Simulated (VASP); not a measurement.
Runs of VASP 6.6.1 on AlAs. The structure is that of space group F-43m (No. 216), or close to it. The cells are those of the table. 

```csv
cell,k mesh,smearing,gap on the mesh (eV),pressure (GPa)
"a = 3.967 Å, angles 60.0°, 2 atoms",8 × 8 × 8,gaussian 0.02 eV,(a),5.0
"a = 4.181 Å, angles 60.0°, 2 atoms",8 × 8 × 8,gaussian 0.02 eV,1.07,-5.1
"a = 3.598 Å, angles 60.0°, 2 atoms",10 × 10 × 10,gaussian 0.01 eV,(c),50.8
"a = 4.129 Å, angles 60.0°, 2 atoms",8 × 8 × 8,gaussian 0.02 eV,(b),-3.3
```

Alike in all rows: task single point; level PBE; potentials or basis VASP PAW PBE potentials, release 64 (Al, As); no spin polarisation; cutoff (eV) 500.

Question: Estimate the missing entries.

Answer: (a) 1.39; (b) 1.34; (c) 0.69.

A k mesh can miss the band edges, and the runs leave out spin-orbit coupling on As.
